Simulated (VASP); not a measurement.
# MgO in VASP: single point with PBE+D3(BJ)

Aim: the single point of MgO with PBE+D3(BJ).

Everything below comes from runs of VASP 6.6.1. Logs are shortened: lines on timing, memory, paths and dates and some standing lists are left out, and cuts for length are marked.

## Step 1: The cell of the first run

The cell holds a slab with vacuum, 24 atoms: a = 5.897 Å, b = 5.897 Å, c = 19.018 Å, α = 90.00°, β = 90.00°, γ = 60.00°.

## Step 2: Single point, PBE+D3(BJ)

INCAR reads:

```
SYSTEM = MgO
PREC = Accurate
ENCUT = 520
EDIFF = 1E-7
ISMEAR = -1
SIGMA = 0.05
LREAL = Auto
LASPH = .TRUE.
NELM = 100
ALGO = Normal
ISIF = 2
LWAVE = .FALSE.
LCHARG = .FALSE.
GGA = PE
IVDW = 12
NBANDS = 66
```

KPOINTS reads:

```
Automatic mesh
0
G
  2 2 1
  0 0 0
```

POSCAR reads:

```
MgO
1.0
    5.8968463244      0.0000000000      0.0000000000
    2.9484231622      5.1068187191      0.0000000000
    0.0000000000      0.0000000000     19.0184440000
Mg O
12 12
Direct
    0.0000000000      0.0000000000      0.0525805000
    0.0000000000      0.5000000000      0.0525805000
    0.5000000000      0.0000000000      0.0525805000
    0.5000000000      0.5000000000      0.0525805000
    0.6666666667      0.6666666667      0.1880502953
    0.6666666667      0.1666666667      0.1880502953
    0.1666666667      0.6666666667      0.1880502953
    0.1666666667      0.1666666667      0.1880502953
    0.3333333333      0.3333333333      0.3189307160
    0.3333333333      0.8333333333      0.3189307160
    0.8333333333      0.3333333333      0.3189307160
    0.8333333333      0.8333333333      0.3189307160
    0.3333333333      0.8333333333      0.1158711000
    0.3333333333      0.3333333333      0.1158711000
    0.8333333333      0.8333333333      0.1158711000
    0.8333333333      0.3333333333      0.1158711000
    0.0000000000      0.5000000000      0.2441504753
    0.0000000000      0.0000000000      0.2441504753
    0.5000000000      0.5000000000      0.2441504753
    0.5000000000      0.0000000000      0.2441504753
    0.6666666667      0.1666666667      0.3719392181
    0.6666666667      0.6666666667      0.3719392181
    0.1666666667      0.1666666667      0.3719392181
    0.1666666667      0.6666666667      0.3719392181
```

Potentials or basis: VASP PAW PBE potentials, release 64 (Mg, O).

On the command line:

```bash
cat potpaw_PBE.64/Mg/POTCAR potpaw_PBE.64/O/POTCAR > POTCAR
mpirun -np 1 vasp_std > vasp.out
```

OUTCAR:

```text
SYSTEM = MgO
   PREC = Accurate
   ENCUT = 520
   EDIFF = 1E-7
   ISMEAR = -1
   LREAL = Auto
   LASPH = .TRUE.
   NELM = 100
   ISIF = 2
   GGA = PE
   IVDW = 12
 IVDW          = 12

 ion  position               nearest neighbor table
   1  0.000  0.000  0.053-  16 2.08  13 2.08  15 2.08   2 2.95   2 2.95   4 2.95   4 2.95   3 2.95
                             3 2.95   7 3.09   6 3.09   8 3.09
   2  0.000  0.500  0.053-  15 2.08  14 2.08  16 2.08   1 2.95   1 2.95   3 2.95   3 2.95   4 2.95
                             4 2.95   8 3.09   5 3.09   7 3.09
   3  0.500  0.000  0.053-  14 2.08  15 2.08  13 2.08   4 2.95   2 2.95   4 2.95   2 2.95   1 2.95
                             1 2.95   5 3.09   8 3.09   6 3.09
   4  0.500  0.500  0.053-  13 2.08  16 2.08  14 2.08   3 2.95   1 2.95   3 2.95   1 2.95   2 2.95
                             2 2.95   6 3.09   7 3.09   5 3.09
   5  0.667  0.667  0.188-  20 2.01  17 2.01  19 2.01  15 2.19  16 2.19  13 2.19   6 2.95   6 2.95
                             8 2.95   8 2.95   7 2.95   7 2.95  12 3.02  11 3.02  10 3.02   3 3.09
   6  0.667  0.167  0.188-  19 2.01  18 2.01  20 2.01  16 2.19  15 2.19  14 2.19   5 2.95   5 2.95
                             7 2.95   7 2.95   8 2.95   8 2.95  11 3.02  12 3.02   9 3.02   4 3.09
   7  0.167  0.667  0.188-  18 2.01  19 2.01  17 2.01  13 2.19  14 2.19  15 2.19   8 2.95   6 2.95
                             8 2.95   6 2.95   5 2.95   5 2.95  10 3.02   9 3.02  12 3.02   1 3.09
   8  0.167  0.167  0.188-  17 2.01  20 2.01  18 2.01  14 2.19  13 2.19  16 2.19   7 2.95   5 2.95
                             7 2.95   5 2.95   6 2.95   6 2.95   9 3.02  10 3.02  11 3.02   2 3.09
   9  0.333  0.333  0.319-  23 1.98  24 1.98  21 1.98  20 2.22  17 2.22  19 2.22  10 2.95  10 2.95
[... 26 lines left out ...]
 A1 = (  -2.9484231622,  -5.1068187191,   0.0000000000)
 A2 = (   5.8968463244,   0.0000000000,   0.0000000000)
 A3 = (   0.0000000000,   0.0000000000,  19.0184440000)

Analysis of symmetry for initial positions (statically):
=====================================================================
 Subroutine PRICEL returns following result:

  LATTYP: Found a hexagonal cell.
 ALAT       =     2.9484231622
 C/A-ratio  =     6.4503780339

  Lattice vectors:

 A1 = (  -1.4742115811,  -2.5534093596,   0.0000000000)
 A2 = (   2.9484231622,   0.0000000000,   0.0000000000)
 A3 = (   0.0000000000,   0.0000000000,  19.0184440000)

   4 primitive cells build up your supercell.

 Routine SETGRP: Setting up the symmetry group for a
 hexagonal supercell.

 Subroutine GETGRP returns: Found  6 space group operations
 (whereof  6 operations were pure point group operations)
 out of a pool of 24 trial point group operations.

The static configuration has the point symmetry C_3v.

Analysis of symmetry for dynamics (positions and initial velocities):
=====================================================================
 Subroutine PRICEL returns following result:

  LATTYP: Found a hexagonal cell.
 ALAT       =     2.9484231622
 C/A-ratio  =     6.4503780339

  Lattice vectors:

 A1 = (  -1.4742115811,  -2.5534093596,   0.0000000000)
 A2 = (   2.9484231622,   0.0000000000,   0.0000000000)
 A3 = (   0.0000000000,   0.0000000000,  19.0184440000)

   4 primitive cells build up your supercell.

 Routine SETGRP: Setting up the symmetry group for a
 hexagonal supercell.

 Subroutine GETGRP returns: Found  6 space group operations
 (whereof  6 operations were pure point group operations)
 out of a pool of 24 trial point group operations.

The dynamic configuration has the point symmetry C_3v.

 Subroutine INISYM returns: Found  6 space group operations
 (whereof  6 operations are pure point group operations),
 and found     4 'primitive' translations

----------------------------------------------------------------------------------------

                                     Primitive cell

  volume of cell :     143.1810

  direct lattice vectors                    reciprocal lattice vectors
    -1.474211581 -2.553409360  0.000000000     0.000000000 -0.391633248  0.000000000
     2.948423162  0.000000000  0.000000000     0.339164341 -0.195816624  0.000000000
     0.000000000  0.000000000 19.018444000     0.000000000  0.000000000  0.052580537

  length of vectors
     2.948423162  2.948423162 19.018444000     0.391633248  0.391633248  0.052580537

  position of ions in fractional coordinates (direct lattice)
     0.000000000  0.000000000  0.052580500
     0.666666667  0.333333333  0.188050295
     0.333333333  0.666666667  0.318930716
     0.333333333  0.666666667  0.115871100
     0.000000000  0.000000000  0.244150475
     0.666666667  0.333333333  0.371939218

  ion indices of the primitive-cell ions
   primitive index   ion index
                 1           1
                 2           8
                 3          12
                 4          15
                 5          18
                 6          23

----------------------------------------------------------------------------------------

 KPOINTS: Automatic mesh

Automatic generation of k-mesh.
 Grid dimensions read from file:
 generate k-points for:    2    2    1

 Generating k-lattice:

  Cartesian coordinates                     Fractional coordinates (reciprocal lattice)
     0.084791085 -0.048954156  0.000000000     0.500000000  0.000000000  0.000000000
     0.000000000  0.097908312  0.000000000     0.000000000  0.500000000  0.000000000
     0.000000000  0.000000000  0.052580537     0.000000000  0.000000000  1.000000000

  Length of vectors
     0.097908312  0.097908312  0.052580537

  Shift w.r.t. Gamma in fractional coordinates (k-lattice)
     0.000000000  0.000000000  0.000000000

 Subroutine IBZKPT returns following result:
 ===========================================

 Found      2 irreducible k-points:

 Following reciprocal coordinates:
            Coordinates               Weight
  0.000000  0.000000  0.000000      1.000000
  0.500000  0.000000  0.000000      3.000000
   k-points           NKPTS =      2   k-points in BZ     NKDIM =      2   number of bands    NBANDS=     66
   number of dos      NEDOS =    301   number of ions     NIONS =     24
   total plane-waves  NPLWV = 331776
   dimension x,y,z NGX =    48 NGY =   48 NGZ =  144
   dimension x,y,z NGXF=    96 NGYF=   96 NGZF=  288
   ions per type =              12  12
   NGX,Y,Z   is equivalent  to a cutoff of  13.53, 13.53, 12.59 a.u.
   NGXF,Y,Z  is equivalent  to a cutoff of  27.06, 27.06, 25.17 a.u.
 SYSTEM =  MgO
   PREC   = accura    normal or accurate (medium, high low for compatibility)
   ISTART =      0    job   : 0-new  1-cont  2-samecut
   ICHARG =      2    charge: 1-file 2-atom 10-const
   ISPIN  =      1    spin polarized calculation?
   LNONCOLLINEAR =      F non collinear calculations
   LSORBIT =      F    spin-orbit coupling
   LASPH  =      T    aspherical Exc in radial PAW
   ENCUT  =  520.0 eV  38.22 Ry    6.18 a.u.  10.96 10.96 35.36*2*pi/ulx,y,z
   NELM   =    100;   NELMIN=  2; NELMDL= -5     # of ELM steps
   EDIFF  = 0.1E-06   stopping-criterion for ELM
   LREAL  =      T    real-space projection
   EDIFFG = 0.1E-05   stopping-criterion for IOM
   NSW    =      0    number of steps for IOM
   IBRION =     -1    ionic relax: 0-MD 1-quasi-New 2-CG
   NFREE  =      0    steps in history (QN), initial steepest desc. (CG)
   ISIF   =      2    stress and relaxation
   ISYM   =      2    0-nonsym 1-usesym 2-fastsym
   POTIM  = 0.5000    time-step for ionic-motion
   TEBEG  =    0.0;   TEEND  =   0.0 temperature during run
   PSTRESS=    0.0 pullay stress
   NELECT =      96.0000    total number of electrons
   NUPDOWN=      -1.0000    fix difference up-down
   EMIN   =  10.00;   EMAX   =-10.00  energy-range for DOS
   EFERMI =   0.00;   METHOD = LEGACY
   ISMEAR =    -1;   SIGMA  =   0.05  broadening in eV -4-tet -1-fermi 0-gaus
   EFERMI_NEDOS =   21; number of points for ismear=-14 and -15
   IALGO  =     38    algorithm
   IMIX   =      4    mixing-type and parameters
     AMIX     =   0.40;   BMIX     =  1.00
     AMIX_MAG =   1.60;   BMIX_MAG =  1.00
  volume/ion in A,a.u.               =      23.86       161.04
  Fermi-wavevector in a.u.,A,eV,Ry     =   0.902645  1.705751 11.085584  0.814767
  Thomas-Fermi vector in A             =   2.025873
   LORBIT       =      0    0 simple, 1 ext, 2 COOP (PROOUT), +10 PAW based schemes
   GGA     = PE    functional components
   LHFCALC =     F    Hartree Fock is set to
   AEXX    =    0.0000 exact exchange contribution
   IVDW    =    12    specifies the selected vdW correction
   LEPSILON=     F    determine dielectric tensor
   LRPA    =     F    only Hartree local field effects (RPA)
 non-spin polarized calculation
  energy-cutoff  :      520.00
  volume of cell :      572.72
 maximum number of plane-waves:     15420
 NGX is ok and might be reduce to    48
   NGX = 21   NGY = 21   NGZ = 71

 number of electron      95.9999987 magnetization

 Free energy of the ion-electron system (eV)
  ---------------------------------------------------
  ext. energy  EPLUGINS =         0.00000000
  ---------------------------------------------------
  free energy    TOTEN  =      -122.66865259 eV

  energy without entropy =     -122.44017076  energy(sigma->0) =     -122.55441168

 E-fermi :  -2.5692     XC(G=0):  -5.3955

 val. band max:       -2.6501106056   @ k =   0.5000   0.0000   0.0000
 cond. band min:      -2.5554876345   @ k =   0.5000   0.0000   0.0000
 fundamental gap:      0.0946229712
 Fermi energy:        -2.5692386364

 k-point     1 :       0.0000    0.0000    0.0000
  band No.  band energies     occupation
      1     -21.1819      2.00000
      2     -20.2602      2.00000
      3     -20.2602      2.00000
      4     -20.2602      2.00000
      5     -19.8599      2.00000
      6     -19.0174      2.00000
[... 52 lines left out ...]
     59       5.0706      0.00000
     60       5.1084      0.00000

 k-point     2 :       0.5000    0.0000    0.0000
  band No.  band energies     occupation
      1     -20.7492      2.00000
      2     -20.7492      2.00000
      3     -20.2707      2.00000
      4     -20.2707      2.00000
      5     -19.4652      2.00000
      6     -19.4652      2.00000
[... 52 lines left out ...]
     59       4.6335      0.00000
     60       4.6335      0.00000
 [bands above 60 left out]

------------------------ aborting loop because EDIFF is reached ----------------------------------------

 Edisp (eV)   -5.00394

 E8    (eV) :    -2.0329

  FORCE on cell =-STRESS in cart. coord.  units (eV):
  Direction    XX          YY          ZZ          XY          YZ          ZX
  --------------------------------------------------------------------------------------
  -------------------------------------------------------------------------------------
  Total      10.78347    10.78347    -6.60548     0.00000     0.00000     0.00000
  in kB      30.16643    30.16643   -18.47862     0.00000     0.00000     0.00000
  external pressure =       13.95 kB  Pullay stress =        0.00 kB

 VOLUME and BASIS-vectors are now :
 -----------------------------------------------------------------------------
  energy-cutoff  :      520.00
  volume of cell :      572.72
      direct lattice vectors                 reciprocal lattice vectors
     5.896846324  0.000000000  0.000000000     0.169582171 -0.097908312  0.000000000
     2.948423162  5.106818719  0.000000000     0.000000000  0.195816624  0.000000000
     0.000000000  0.000000000 19.018444000     0.000000000  0.000000000  0.052580537

 POSITION                                       TOTAL-FORCE (eV/Angst)
 -----------------------------------------------------------------------------------
      0.00000      0.00000      1.00000         0.000000     -0.000000      1.019966
      1.47421      2.55341      1.00000         0.000000     -0.000000      1.019966
      2.94842      0.00000      1.00000         0.000000     -0.000000      1.019966
      4.42263      2.55341      1.00000         0.000000     -0.000000      1.019966
      5.89685      3.40455      3.57642         0.000000     -0.000000      0.022553
      4.42263      0.85114      3.57642        -0.000000     -0.000000      0.022553
[... 16 lines left out ...]
      1.47421      0.85114      7.07371        -0.000000      0.000000     -0.060448
      2.94842      3.40455      7.07371        -0.000000      0.000000     -0.060448
 -----------------------------------------------------------------------------------
    total drift:                                0.000000      0.000000      0.027908

  FREE ENERGIE OF THE ION-ELECTRON SYSTEM (eV)
  ---------------------------------------------------
  free  energy   TOTEN  =      -127.6725885808 eV

  energy  without entropy=     -127.4441067529  energy(sigma->0) =     -127.55834767
```

Wall time 9.4 min (1 thread of Intel Xeon Platinum 8259CL at 2.50GHz (Skylake/Cascade Lake), shared host); peak memory 0.66 GiB.

What came out:

* Free energy: -127.6726 eV
* Largest force: 1.020 eV/Å
* Band gap on the k mesh: zero (bands 48 and 49 overlap by 0.26 eV)
* Dispersion energy per atom: -0.208 eV

Forces on the atoms (eV/Å):
```
Mg   0.000  0.000  1.020
Mg   0.000  0.000  1.020
Mg   0.000  0.000  1.020
Mg   0.000  0.000  1.020
Mg   0.000  0.000  0.023
Mg   0.000  0.000  0.023
Mg   0.000  0.000  0.023
Mg   0.000  0.000  0.023
Mg   0.000  0.000  0.014
Mg   0.000  0.000  0.014
Mg   0.000  0.000  0.014
Mg   0.000  0.000  0.014
O    0.000  0.000 -0.983
O    0.000  0.000 -0.983
O    0.000  0.000 -0.983
O    0.000  0.000 -0.983
O    0.000  0.000 -0.014
O    0.000  0.000 -0.014
O    0.000  0.000 -0.014
O    0.000  0.000 -0.014
O    0.000  0.000 -0.060
O    0.000  0.000 -0.060
O    0.000  0.000 -0.060
O    0.000  0.000 -0.060
```

Caveat: the k points lie up to 0.62 Å⁻¹ apart; there is no dipole correction, which matters where the two faces differ.

The gap in the log of VASP goes by the Fermi energy; the results here count the filled bands.